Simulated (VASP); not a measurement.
# GaN (F-43m) in VASP: notebook

GaN is run at these levels: B3LYP; tasks: single point.

Everything below comes from runs of VASP 6.6.1. Logs are shortened: lines on timing, memory, paths and dates and some standing lists are left out, and cuts for length are marked.

## Step 1: The cell of the first run

The structure is cubic, space group F-43m (No. 216). The conventional cell has a = 4.415 Å, b = 4.415 Å, c = 4.415 Å, α = 90.00°, β = 90.00°, γ = 90.00°. Within 2.5 Å of Ga (site symmetry -43m) lie 4 N at 1.91 Å. N (site symmetry -43m) has 4 Ga at 1.91 Å within 2.5 Å.

## Step 2: Single point, B3LYP

POSCAR reads:

```
GaN
1.0
    0.0000000000      2.2074978911      2.2074978911
    2.2074978911      0.0000000000      2.2074978911
    2.2074978911      2.2074978911      0.0000000000
Ga N
1 1
Direct
    0.0000000000      0.0000000000      0.0000000000
    0.2500000000      0.2500000000      0.2500000000
```

INCAR.step1 reads:

```
SYSTEM = GaN
PREC     = Accurate       ! precision mode
ENCUT    = 520            ! plane-wave cutoff, eV
EDIFF    = 1E-5           ! SCF threshold, eV
ISMEAR   = -1             ! smearing method
SIGMA    = 0.05           ! smearing width, eV
LREAL    = .FALSE.        ! projectors in reciprocal space
LASPH    = .TRUE.         ! aspherical terms in the spheres
NELM     = 60             ! most SCF steps
ALGO     = Normal         ! electronic algorithm
ISIF     = 2              ! what is computed and relaxed
LWAVE    = .TRUE.         ! write WAVECAR
NBANDS   = 16             ! bands
GGA      = PE             ! functional
```

INCAR.step2 reads:

```
SYSTEM = GaN
PREC     = Accurate       ! precision mode
ENCUT    = 520            ! plane-wave cutoff, eV
EDIFF    = 1E-6           ! SCF threshold, eV
ISMEAR   = -1             ! smearing method
SIGMA    = 0.05           ! smearing width, eV
LREAL    = .FALSE.        ! projectors in reciprocal space
LASPH    = .TRUE.         ! aspherical terms in the spheres
NELM     = 60             ! most SCF steps
ALGO     = Normal         ! electronic algorithm
ISIF     = 2              ! what is computed and relaxed
LWAVE    = .FALSE.        ! write WAVECAR
LCHARG   = .TRUE.         ! write CHGCAR
GGA      = B3             ! functional
LHFCALC  = .TRUE.         ! exact exchange
AEXX     = 0.2            ! exact-exchange fraction
AGGAX    = 0.72         
AGGAC    = 0.81         
ALDAC    = 0.19         
PRECFOCK = Normal       
LELF     = .TRUE.         ! ELF
LVHAR    = .TRUE.       
NBANDS   = 16             ! bands
ISTART   = 1
```

KPOINTS reads:

```
Automatic mesh
0
G
  5 5 5
  0 0 0
```

Potentials or basis: VASP PAW PBE potentials, release 64 (Ga_d, N).

Run with:

```
$ cat potpaw_PBE.64/Ga_d/POTCAR potpaw_PBE.64/N/POTCAR > POTCAR
$ cp INCAR.step1 INCAR
$ mpirun -np 1 vasp_std > vasp.out
$ cp INCAR.step2 INCAR
$ mpirun -np 1 vasp_std > vasp.out
```

OUTCAR:

```text
SYSTEM = GaN
   PREC = Accurate
   ENCUT = 520
   EDIFF = 1E-6
   ISMEAR = -1
   LREAL = .FALSE.
   LASPH = .TRUE.
   NELM = 60
   ISIF = 2
   GGA = B3
   LHFCALC = .TRUE.
   AEXX = 0.2
   PRECFOCK = Normal
   ISTART = 1

 ion  position               nearest neighbor table
   1  0.000  0.000  0.000-   2 1.91   2 1.91   2 1.91   2 1.91
   2  0.250  0.250  0.250-   1 1.91   1 1.91   1 1.91   1 1.91

  LATTYP: Found a face centered cubic cell.
 ALAT       =     4.4149957822

  Lattice vectors:

 A1 = (   0.0000000000,   2.2074978911,   2.2074978911)
 A2 = (   2.2074978911,   0.0000000000,   2.2074978911)
 A3 = (   2.2074978911,   2.2074978911,   0.0000000000)

Analysis of symmetry for initial positions (statically):
=====================================================================
 Subroutine PRICEL returns:
 Original cell was already a primitive cell.

 Routine SETGRP: Setting up the symmetry group for a
 face centered cubic supercell.

 Subroutine GETGRP returns: Found 24 space group operations
 (whereof 24 operations were pure point group operations)
 out of a pool of 48 trial point group operations.

The static configuration has the point symmetry T_d .

Analysis of symmetry for dynamics (positions and initial velocities):
=====================================================================
 Subroutine PRICEL returns:
 Original cell was already a primitive cell.

 Routine SETGRP: Setting up the symmetry group for a
 face centered cubic supercell.

 Subroutine GETGRP returns: Found 24 space group operations
 (whereof 24 operations were pure point group operations)
 out of a pool of 48 trial point group operations.

The dynamic configuration has the point symmetry T_d .

 Subroutine INISYM returns: Found 24 space group operations
 (whereof 24 operations are pure point group operations),
 and found     1 'primitive' translations

----------------------------------------------------------------------------------------

                                     Primitive cell

  volume of cell :      21.5145

  direct lattice vectors                    reciprocal lattice vectors
     0.000000000  2.207497891  2.207497891    -0.226500783  0.226500783  0.226500783
     2.207497891  0.000000000  2.207497891     0.226500783 -0.226500783  0.226500783
     2.207497891  2.207497891  0.000000000     0.226500783  0.226500783 -0.226500783

  length of vectors
     3.121873457  3.121873457  3.121873457     0.392310863  0.392310863  0.392310863

  position of ions in fractional coordinates (direct lattice)
     0.000000000  0.000000000  0.000000000
     0.250000000  0.250000000  0.250000000

  ion indices of the primitive-cell ions
   primitive index   ion index
                 1           1
                 2           2

----------------------------------------------------------------------------------------

 KPOINTS: Automatic mesh

Automatic generation of k-mesh.
 Grid dimensions read from file:
 generate k-points for:    5    5    5

 Generating k-lattice:

  Cartesian coordinates                     Fractional coordinates (reciprocal lattice)
    -0.045300157  0.045300157  0.045300157     0.200000000  0.000000000  0.000000000
     0.045300157 -0.045300157  0.045300157     0.000000000  0.200000000  0.000000000
     0.045300157  0.045300157 -0.045300157     0.000000000  0.000000000  0.200000000

  Length of vectors
     0.078462173  0.078462173  0.078462173

  Shift w.r.t. Gamma in fractional coordinates (k-lattice)
     0.000000000  0.000000000  0.000000000

 Subroutine IBZKPT returns following result:
 ===========================================

 Found     10 irreducible k-points:

 Following reciprocal coordinates:
            Coordinates               Weight
  0.000000  0.000000  0.000000      1.000000
  0.200000  0.000000  0.000000      8.000000
  0.400000  0.000000  0.000000      8.000000
  0.200000  0.200000  0.000000      6.000000
  0.400000  0.200000  0.000000     24.000000
 -0.400000  0.200000  0.000000     24.000000
 -0.200000  0.200000  0.000000     12.000000
  0.400000  0.400000  0.000000      6.000000
 -0.400000  0.400000  0.000000     12.000000
 -0.400000  0.400000  0.200000     24.000000
   k-points           NKPTS =     10   k-points in BZ     NKDIM =    125   number of bands    NBANDS=     16
   number of dos      NEDOS =    301   number of ions     NIONS =      2
   total plane-waves  NPLWV =  13824
   dimension x,y,z NGX =    24 NGY =   24 NGZ =   24
   dimension x,y,z NGXF=    48 NGYF=   48 NGZF=   48
   ions per type =               1   1
   NGX,Y,Z   is equivalent  to a cutoff of  12.78, 12.78, 12.78 a.u.
   NGXF,Y,Z  is equivalent  to a cutoff of  25.56, 25.56, 25.56 a.u.
 SYSTEM =  GaN
   PREC   = accura    normal or accurate (medium, high low for compatibility)
   ISTART =      1    job   : 0-new  1-cont  2-samecut
   ICHARG =      0    charge: 1-file 2-atom 10-const
   ISPIN  =      1    spin polarized calculation?
   LNONCOLLINEAR =      F non collinear calculations
   LSORBIT =      F    spin-orbit coupling
   LASPH  =      T    aspherical Exc in radial PAW
   ENCUT  =  520.0 eV  38.22 Ry    6.18 a.u.   5.80  5.80  5.80*2*pi/ulx,y,z
   NELM   =     60;   NELMIN=  2; NELMDL=  0     # of ELM steps
   EDIFF  = 0.1E-05   stopping-criterion for ELM
   LREAL  =      F    real-space projection
   EDIFFG = 0.1E-04   stopping-criterion for IOM
   NSW    =      0    number of steps for IOM
   IBRION =     -1    ionic relax: 0-MD 1-quasi-New 2-CG
   NFREE  =      0    steps in history (QN), initial steepest desc. (CG)
   ISIF   =      2    stress and relaxation
   ISYM   =      3    0-nonsym 1-usesym 2-fastsym
   POTIM  = 0.5000    time-step for ionic-motion
   TEBEG  =    0.0;   TEEND  =   0.0 temperature during run
   PSTRESS=    0.0 pullay stress
   NELECT =      18.0000    total number of electrons
   NUPDOWN=      -1.0000    fix difference up-down
   EMIN   =  10.00;   EMAX   =-10.00  energy-range for DOS
   EFERMI =   0.00;   METHOD = LEGACY
   ISMEAR =    -1;   SIGMA  =   0.05  broadening in eV -4-tet -1-fermi 0-gaus
   EFERMI_NEDOS =   21; number of points for ismear=-14 and -15
   IALGO  =     38    algorithm
   IMIX   =      1    mixing-type and parameters
     AMIX     =   0.40;   BMIX     =  1.00
     AMIX_MAG =   1.60;   BMIX_MAG =  1.00
  volume/ion in A,a.u.               =      10.76        72.59
  Fermi-wavevector in a.u.,A,eV,Ry     =   1.542607  2.915105 32.376929  2.379637
  Thomas-Fermi vector in A             =   2.648388
   LORBIT       =      0    0 simple, 1 ext, 2 COOP (PROOUT), +10 PAW based schemes
   GGA     = B3    functional components
   LHFCALC =     T    Hartree Fock is set to
   PRECFOCK=normal    Normal, Fast or Accurate (Low or Medium for compatibility)
   ENCUT4O =  -1.0   cutoff for four orbital integrals eV
   NKREDX  =     1    reduce k-point grid by
   NKREDY  =     1    reduce k-point grid by
   NKREDZ  =     1    reduce k-point grid by
   AEXX    =    0.2000 exact exchange contribution
   HFSCREEN=    0.0000 screening length (either q_TF or 0.3 A-1)
   HFSCREENC=   0.0000 screening length for correlation (either q_TF or 0.3 A-1)
   ENCUTFOCK=  -1.0 apply spherical cutoff to Coloumb kernel
   IVDW    =     0    specifies the selected vdW correction
   LEPSILON=     F    determine dielectric tensor
   LRPA    =     F    only Hartree local field effects (RPA)
 non-spin polarized calculation
  energy-cutoff  :      520.00
  volume of cell :       21.51
 maximum number of plane-waves:       589
  NGX = 18; NGY = 18; NGZ = 18

 number of electron      18.0000008 magnetization

 Free energy of the ion-electron system (eV)
  ---------------------------------------------------
  ext. energy  EPLUGINS =         0.00000000
  ---------------------------------------------------
  free energy    TOTEN  =       -13.87451405 eV

  energy without entropy =      -13.87451405  energy(sigma->0) =      -13.87451405

 E-fermi :   6.3216     XC(G=0):  -9.5831

 val. band max:        5.1839530608   @ k =   0.0000   0.0000   0.0000
 cond. band min:       9.0832010788   @ k =   0.0000   0.0000   0.0000
 fundamental gap:      3.8992480180
 Fermi energy:         6.3216218242

 k-point     1 :       0.0000    0.0000    0.0000
  band No.  band energies     occupation
      1     -12.4352      2.00000
      2     -10.1260      2.00000
      3     -10.1260      2.00000
      4     -10.1260      2.00000
      5      -9.7501      2.00000
      6      -9.7501      2.00000
[... 8 lines left out ...]
     15      26.7314      0.00000
     16      26.7314      0.00000

 k-point     2 :       0.2000    0.0000    0.0000
  band No.  band energies     occupation
      1     -12.0381      2.00000
      2     -10.0746      2.00000
      3     -10.0746      2.00000
      4      -9.8544      2.00000
      5      -9.7509      2.00000
      6      -9.7509      2.00000
[... 8 lines left out ...]
     15      24.5115      0.00000
     16      24.5115      0.00000

 k-point     3 :       0.4000    0.0000    0.0000
  band No.  band energies     occupation
      1     -11.6414      2.00000
      2     -10.0267      2.00000
      3     -10.0267      2.00000
      4      -9.7133      2.00000
      5      -9.7133      2.00000
      6      -8.5701      2.00000
[... 8 lines left out ...]
     15      26.7587      0.00000
     16      26.7587      0.00000

 k-point     4 :       0.2000    0.2000    0.0000
  band No.  band energies     occupation
      1     -11.9206      2.00000
      2     -10.0171      2.00000
      3     -10.0171      2.00000
      4      -9.9252      2.00000
      5      -9.7208      2.00000
      6      -9.6936      2.00000
[... 8 lines left out ...]
     15      28.8416      0.00000
     16      29.6194      0.00000
[... 58 lines left out ...]
 k-point     8 :       0.4000    0.4000    0.0000
  band No.  band energies     occupation
      1     -11.4980      2.00000
      2      -9.9918      2.00000
      3      -9.8193      2.00000
      4      -9.8193      2.00000
      5      -9.6733      2.00000
      6      -8.1169      2.00000
[... 8 lines left out ...]
     15      30.8734      0.00000
     16      31.6026      0.00000

 k-point     9 :      -0.4000    0.4000    0.0000
  band No.  band energies     occupation
      1     -11.4704      2.00000
      2      -9.9848      2.00000
      3      -9.8295      2.00000
      4      -9.8168      2.00000
      5      -9.6954      2.00000
      6      -7.4197      2.00000
[... 8 lines left out ...]
     15      29.8687      0.00000
     16      31.5578      0.00000

 k-point    10 :      -0.4000    0.4000    0.2000
  band No.  band energies     occupation
      1     -11.4843      2.00000
      2      -9.9611      2.00000
      3      -9.9249      2.00000
      4      -9.7869      2.00000
      5      -9.7212      2.00000
      6      -7.6241      2.00000
[... 8 lines left out ...]
     15      27.5442      0.00000
     16      31.9057      0.00000

------------------------ aborting loop because EDIFF is reached ----------------------------------------

  FORCE on cell =-STRESS in cart. coord.  units (eV):
  Direction    XX          YY          ZZ          XY          YZ          ZX
  --------------------------------------------------------------------------------------
  -------------------------------------------------------------------------------------
  Total        2.6312611      2.6312611      2.6312611      0.0000000     -0.0000000      0.0000000
  in kB      195.9492622    195.9492622    195.9492622      0.0000000     -0.0000000      0.0000000
  external PRESSURE =     195.9492622 kB  Pullay stress =       0.0000000 kB

 VOLUME and BASIS-vectors are now :
 -----------------------------------------------------------------------------
  energy-cutoff  :      520.00
  volume of cell :       21.51
      direct lattice vectors                 reciprocal lattice vectors
     0.000000000  2.207497891  2.207497891    -0.226500783  0.226500783  0.226500783
     2.207497891  0.000000000  2.207497891     0.226500783 -0.226500783  0.226500783
     2.207497891  2.207497891  0.000000000     0.226500783  0.226500783 -0.226500783

 POSITION                                       TOTAL-FORCE (eV/Angst)
 -----------------------------------------------------------------------------------
      0.00000      0.00000      0.00000         0.000000      0.000000     -0.000000
      1.10375      1.10375      1.10375        -0.000000     -0.000000      0.000000
 -----------------------------------------------------------------------------------
    total drift:                               -0.000012     -0.000006      0.000003

  FREE ENERGIE OF THE ION-ELECTRON SYSTEM (eV)
  ---------------------------------------------------
  free  energy   TOTEN  =       -13.8745140534 eV

  energy  without entropy=      -13.8745140534  energy(sigma->0) =      -13.87451405
```

It took 12 min on 1 thread of Intel Xeon 8259CL, shared host; peak memory 0.15 GiB.

Results:

```
Free energy            : -13.8745 eV
Pressure               : 19.6 GPa
Band gap on the k mesh : 3.90 eV
```

Levels at points of the mesh, in eV from the valence-band top:
```csv
k point,band 5,band 6,band 7,band 8,band 9,band 10,band 11,band 12,band 13,band 14
"(0.00, 0.00, 0.00)",-14.93,-14.93,0.00,0.00,0.00,3.90,12.66,12.66,12.66,20.75
```

Caveat: the k points lie up to 0.49 Å⁻¹ apart; the PAW data sets were made with another functional, which shifts forces and pressure a little.

## Step 3: Single point, B3LYP

This run uses another cell than the first one, of 10.99 Å³/atom.

POSCAR reads:

```
GaN
1.0
    0.0000000000      2.2230441631      2.2230441631
    2.2230441631      0.0000000000      2.2230441631
    2.2230441631      2.2230441631      0.0000000000
Ga N
1 1
Direct
    0.0000000000      0.0000000000      0.0000000000
    0.2500000000      0.2500000000      0.2500000000
```

INCAR.step1 reads:

```
ALGO = Normal
EDIFF = 1E-5
ENCUT = 520
GGA = PE
ISIF = 2
ISMEAR = -1
LASPH = True
LCHARG = False
LREAL = False
LWAVE = True
NBANDS = 16
NELM = 100
PREC = Accurate
SIGMA = 0.05
```

INCAR.step2 reads:

```
AEXX = 0.2
AGGAC = 0.81
AGGAX = 0.72
ALDAC = 0.19
ALGO = Normal
EDIFF = 1E-7
ENCUT = 520
GGA = B3
ISIF = 2
ISMEAR = -1
ISTART = 1
LASPH = True
LCHARG = False
LHFCALC = True
LREAL = False
LWAVE = False
NBANDS = 16
NELM = 100
PREC = Accurate
PRECFOCK = Normal
SIGMA = 0.05
```

KPOINTS reads:

```
k-points
0
Gamma
  5 5 5
```

Potentials or basis: VASP PAW PBE potentials, release 64 (Ga_d, N).

Run with:

```
$ cat potpaw_PBE.64/Ga_d/POTCAR potpaw_PBE.64/N/POTCAR > POTCAR
$ cp INCAR.step1 INCAR
$ mpirun -np 1 vasp_std > vasp.out
$ cp INCAR.step2 INCAR
$ mpirun -np 1 vasp_std > vasp.out
```

Run time: 13 min. Hardware: 1 thread of Intel Xeon 8259CL, shared host; peak memory 0.15 GiB.

Results (log left out):

```yaml
Free_energy: -13.9233 eV
Pressure: 14.3 GPa
Band_gap_on_the_k_mesh: 3.74 eV
```

Levels at points of the mesh, in eV from the valence-band top:
| k point | band 7 | band 8 | band 9 | band 10 | band 11 | band 12 |
| --- | --- | --- | --- | --- | --- | --- |
| (0.00, 0.00, 0.00) | 0.00 | 0.00 | 0.00 | 3.74 | 12.51 | 12.51 |

Caveat: the k points lie up to 0.49 Å⁻¹ apart; the PAW data sets were made with another functional, which shifts forces and pressure a little.

## Step 4: Single point, B3LYP

This run uses another cell than the first one, of 11.21 Å³/atom.

POSCAR reads:

```
GaN
1.0
    0.0000000000      2.2383759866      2.2383759866
    2.2383759866      0.0000000000      2.2383759866
    2.2383759866      2.2383759866      0.0000000000
Ga N
1 1
Direct
    0.0000000000      0.0000000000      0.0000000000
    0.2500000000      0.2500000000      0.2500000000
```

INCAR.step1 reads:

```
PREC = Accurate
ENCUT = 520
EDIFF = 1E-5
ISMEAR = -1
SIGMA = 0.05
LREAL = F
LASPH = T
NELM = 100
ALGO = Normal
ISIF = 2
LWAVE = T
LCHARG = F
GGA = PE
NBANDS = 16
```

INCAR.step2 reads:

```
PREC = Accurate
ENCUT = 520
EDIFF = 1E-6
ISMEAR = -1
SIGMA = 0.05
LREAL = F
LASPH = T
NELM = 100
ALGO = Normal
ISIF = 2
LWAVE = F
LCHARG = F
GGA = B3
LHFCALC = T
AEXX = 0.2
AGGAX = 0.72
AGGAC = 0.81
ALDAC = 0.19
PRECFOCK = Normal
ISTART = 1
NBANDS = 16
```

KPOINTS reads:

```
Automatic mesh
0
Gamma
  5 5 5
```

Run with:

```
$ cat potpaw_PBE.64/Ga_d/POTCAR potpaw_PBE.64/N/POTCAR > POTCAR
$ cp INCAR.step1 INCAR
$ mpirun -np 1 vasp_std > vasp.out
$ cp INCAR.step2 INCAR
$ mpirun -np 1 vasp_std > vasp.out
```

Wall time 10 min (1 thread of Intel Xeon 8259CL, shared host); peak memory 0.15 GiB.

The run converged. Its results:

```yaml
Free_energy: -13.9577 eV
Pressure: 9.5 GPa
Band_gap_on_the_k_mesh: 3.58 eV
```

Levels at points of the mesh, in eV from the valence-band top:
| k point | band 6 | band 7 | band 8 | band 9 | band 10 | band 11 | band 12 | band 13 |
| --- | --- | --- | --- | --- | --- | --- | --- | --- |
| (0.00, 0.00, 0.00) | -14.96 | 0.00 | 0.00 | 0.00 | 3.58 | 12.36 | 12.36 | 12.36 |

Caveat: the k points lie up to 0.49 Å⁻¹ apart; the PAW data sets were made with another functional, which shifts forces and pressure a little.

## Step 5: Overview

```csv
cell,gap on the mesh (eV),pressure (GPa)
"a = 3.122 Å, angles 60.0°, 2 atoms",3.90,19.6
"a = 3.144 Å, angles 60.0°, 2 atoms",3.74,14.3
"a = 3.166 Å, angles 60.0°, 2 atoms",3.58,9.5
```

Alike in all rows: task single point; level B3LYP; potentials or basis VASP PAW PBE potentials, release 64 (Ga_d, N); no spin polarisation; k mesh 5 × 5 × 5; cutoff (eV) 520; smearing fermi-dirac 0.05 eV.

Caveats: all runs use coarse meshes; the PAW data sets were made with another functional, which shifts forces and pressure a little.

Total energies depend on the potentials used, so only differences within one code and one set of settings carry meaning.
